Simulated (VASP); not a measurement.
Here is a VASP 6.6.1 calculation.

The input INCAR:

```
SYSTEM = TaNbO
  ALGO = Normal
  EDIFF = 1E-6
  ENCUT = 520
  GGA = PE
  ISIF = 2
  ISMEAR = 0
  LASPH = .True.
  LCHARG = .False.
  LREAL = .False.
  LWAVE = .False.
  NBANDS = 22
  NELM = 80
  PREC = Accurate
  SIGMA = 0.1
```

Contents of KPOINTS:

```
k-points
0
Gamma
  6 6 6
  0 0 0
```

The input POSCAR:

```
TaNbO
1.0
   -2.6158458931      2.6158458931      1.9464112778
    2.6158458931     -2.6158458931      1.9464112778
    2.6158458931      2.6158458931     -1.9464112778
Ta Nb O
1 1 1
Direct
    0.7500000000      0.2500000000      0.5000000000
    0.5000000000      0.5000000000      0.0000000000
    0.2500000000      0.7500000000      0.5000000000
```

Potentials or basis: VASP PAW PBE potentials, release 64 (Ta_pv, Nb_sv, O).

Run with:

```console
$ cat potpaw_PBE.64/Ta_pv/POTCAR potpaw_PBE.64/Nb_sv/POTCAR potpaw_PBE.64/O/POTCAR > POTCAR
$ mpirun -np 1 vasp_std > vasp.out
```

**Question.** What does it give for the pressure?

**Answer.** 0.2 GPa.

**Question.** Estimate the band gap on the k mesh.

**Answer.** Zero (band 15 reaches 7.24 eV, above the bottom of band 16 at 5.82 eV).

Stress tensor (GPa, compression positive):
```
-0.03  0.00  0.00
 0.00 -0.03  0.00
 0.00  0.00  0.74
```

Caveat: spin-orbit coupling is left out, which moves the levels of the heavy elements.
